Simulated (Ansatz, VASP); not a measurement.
## CuO: VASP beside Ansatz

```xyz
2
Lattice="2.5526 0.0000 0.0000 0.0000 2.5526 0.0000 0.0000 0.0000 2.5526" Properties=species:S:1:pos:R:3 pbc="T T T"
Cu    0.0000    0.0000    0.0000
O     1.2763    1.2763    1.2763
```

Alike in both runs: task relaxation of cell and atoms; functional PBE; k mesh 8 × 8 × 8; occupations fermi-dirac, width 0.05 eV; no spin polarisation.

|  | VASP | Ansatz |
| --- | --- | --- |
| version | VASP 6.6.1 | Ansatz 0.2.0 |
| potentials or method | VASP PAW PBE potentials, release 64 (Cu, O), cutoff 600 eV | all-electron LAPW, scalar-relativistic |

Ansatz gave:

| Quantity | Value |
| --- | --- |
| relaxed volume (Å³/atom) | 9.15 |
| relaxed cell length with the largest relative difference (Å) | 2.635 |

Which values does VASP return?

Relaxed volume (Å³/atom): 9.16; relaxed cell length with the largest relative difference (Å): 2.636.

Ansatz ran all-electron here, and VASP with PAW potentials.

Noted on Ansatz's run: the k mesh is thin for a metal, which can move the energy by tens of meV per atom.
